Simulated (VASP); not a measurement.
Here is a VASP 6.6.1 calculation.

Contents of POSCAR:

```
WC
1.0
    0.0000000000      2.1926840000      2.1926840000
    2.1926840000      0.0000000000      2.1926840000
    2.1926840000      2.1926840000      0.0000000000
W C
1 1
Direct
    0.0000000000      0.0000000000      0.0000000000
    0.5000000000      0.5000000000      0.5000000000
```

INCAR.step1

```
PREC = Accurate
ENCUT = 520
ISMEAR = 0
SIGMA = 0.15
LREAL = False
LASPH = True
NELM = 100
NBANDS = 16
GGA = PE
ALGO = Normal
EDIFF = 1E-4
LWAVE = True
LCHARG = False
```

The input INCAR.step2:

```
PREC = Accurate
ENCUT = 520
EDIFF = 1E-7
ISMEAR = 0
SIGMA = 0.15
LREAL = False
LASPH = True
NELM = 100
ALGO = Normal
ISIF = 2
LWAVE = False
LCHARG = False
METAGGA = R2SCAN
LMIXTAU = True
NBANDS = 16
ISTART = 1
```

KPOINTS

```
Automatic mesh
0
Gamma
  18 18 18
```

Potentials or basis: VASP PAW PBE potentials, release 64 (W_sv, C).

Launch:

```bash
$ cat potpaw_PBE.64/W_sv/POTCAR potpaw_PBE.64/C/POTCAR > POTCAR
$ cp INCAR.step1 INCAR
$ mpirun -np 1 vasp_std > vasp.out
$ cp INCAR.step2 INCAR
$ mpirun -np 1 vasp_std > vasp.out
```

Q: Estimate the pressure.

A: -3.7 GPa.

Q: What does it give for the band gap on the k mesh?

A: Zero (band 9 reaches 13.50 eV, above the bottom of band 10 at 10.21 eV).

Caveat: the PAW data sets were made with another functional, which shifts forces and pressure a little; spin-orbit coupling is left out, which moves the levels of the heavy elements.
